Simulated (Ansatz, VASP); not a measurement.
**SnSe2 in VASP and in Ansatz**

File INCAR:

```
ALGO = Normal ; EDIFF = 1E-6
ENCUT = 520 ; GGA = PE
ISIF = 2 ; ISMEAR = 0
IVDW = 12 ; LASPH = T
LCHARG = F ; LREAL = F
LWAVE = F ; NBANDS = 20
NELM = 100 ; PREC = Accurate
SIGMA = 0.05
```

KPOINTS

```
k-points
0
Gamma
  9 9 6
```

Contents of POSCAR:

```
SnSe2
1.0
    3.5862871595      0.0000000000      0.0000000000
   -1.7931435797      3.1058157854      0.0000000000
    0.0000000000      0.0000000000      6.9301657311
Sn Se
1 2
Direct
    0.0000000000      0.0000000000      0.0000000000
    0.3333333333      0.6666666667      0.2500000000
    0.6666666667      0.3333333333      0.7500000000
```

Input for Ansatz:

```yaml
crystal:
  lattice:
    - [3.5862871595, 0.0, 0.0]
    - [-1.7931435797, 3.1058157854, 0.0]
    - [0.0, 0.0, 6.9301657311]
  atoms:
    - { symbol: Sn, position: [0.0, 0.0, 0.0] }
    - { symbol: Se, position: [0.3333333333, 0.6666666667, 0.25] }
    - { symbol: Se, position: [0.6666666667, 0.3333333333, 0.75] }
basis:
  ecutwfc: 420
kpoints:
  mp_grid: { grid: [9, 9, 6] }
hamiltonian:
  xc: pbe
  dispersion: d3bj
scf:
  occupations: { method: gaussian, width: 0.05 }
output:
  forces: true
  stress: true
  eigenvalues: true
```

Alike in both runs: task single point; functional PBE; dispersion D3(BJ); k mesh 9 × 9 × 6; occupations gaussian, width 0.05 eV; no spin polarisation.

```csv
,VASP,Ansatz
version,VASP 6.6.1,Ansatz 0.2.0
potentials or method,"VASP PAW PBE potentials, release 64 (Sn_d, Se), cutoff 520 eV","scalar-relativistic, plane waves, PAW"
valence electrons in the cell,26,46
```

|  | VASP | Ansatz | Ansatz less VASP |
| --- | --- | --- | --- |
| gap on the k mesh at the Fermi level (eV) | none | none | - |
| pressure (GPa) | 3.6 | 3.5 | -0.09 |
| traceless stress, the component that is largest in VASP (GPa) | -8.47 | -8.51 | -0.043 |
| rms of the force components (eV/Å) | 0.201 | 0.210 | +0.0088 |

Atom by atom the forces differ by 0.009 eV/Å (rms over components). A gap of «none» marks a metal or a gap that the smearing closes. VASP's potentials hold 26 valence electrons a cell and Ansatz's 46, so a difference there can come from the potentials and not from the codes.
